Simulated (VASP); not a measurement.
Mg2C3:

```
Mg C
1.0
     2.41550   -2.35000    0.00000
     2.41550    2.35000    0.00000
    -1.22707    0.00000    4.83328
Mg C
2 3
Direct
  0.80870 0.80870 0.20110
  0.19130 0.19130 0.79890
  0.29890 0.29890 0.26150
  0.70110 0.70110 0.73850
  0.50000 0.50000 0.50000
```

```yaml
Program: VASP 6.6.1
Task: relaxation of cell and atoms
Functional: r2SCAN
Potentials_or_basis: VASP PAW PBE potentials, release 64 (Mg, C)
Cutoff: 600 eV
k_mesh: 6 × 6 × 4
Occupations: gaussian, width 0.1 eV
Spin: no spin polarisation
```

At the start: pressure -3.4 GPa; volume 10.97 Å³/atom.

How do energy, volume and symmetry change on relaxing?

Over 5 steps the energy falls by 3.2 meV/atom and the volume is 10.78 Å³/atom (-1.8 %); space group C2/m (No. 12, to 0.1 Å) before and after.

The path:
| step | energy change (eV) | largest force (eV/Å) | pressure (GPa) | volume (Å³) |
| --- | --- | --- | --- | --- |
| 1 | 0.0000 | 0.7184 | -3.40 | 54.87 |
| 2 | 0.1402 | 3.2605 | 8.37 | 53.04 |
| 3 | -0.0122 | 0.0581 | -1.07 | 54.45 |
| 4 | -0.0122 | 0.0662 | -1.00 | 54.43 |
| 5 | -0.0161 | 0.0417 | -0.06 | 53.88 |

Final structure:
```
CELL_PARAMETERS angstrom
2.39720 -2.33619 0.00134
2.39720 2.33619 0.00134
-1.21508 0.00000 4.80938
ATOMIC_POSITIONS crystal
Mg 0.80860 0.80860 0.20047
Mg 0.19140 0.19140 0.79953
C 0.30014 0.30014 0.26264
C 0.69986 0.69986 0.73736
C 0.50000 0.50000 0.50000
```

Caveat: the PAW data sets were made with another functional, which shifts forces and pressure a little; the relaxation stopped at a loose force limit of 0.05 eV/Å, so its end isn't a converged minimum.
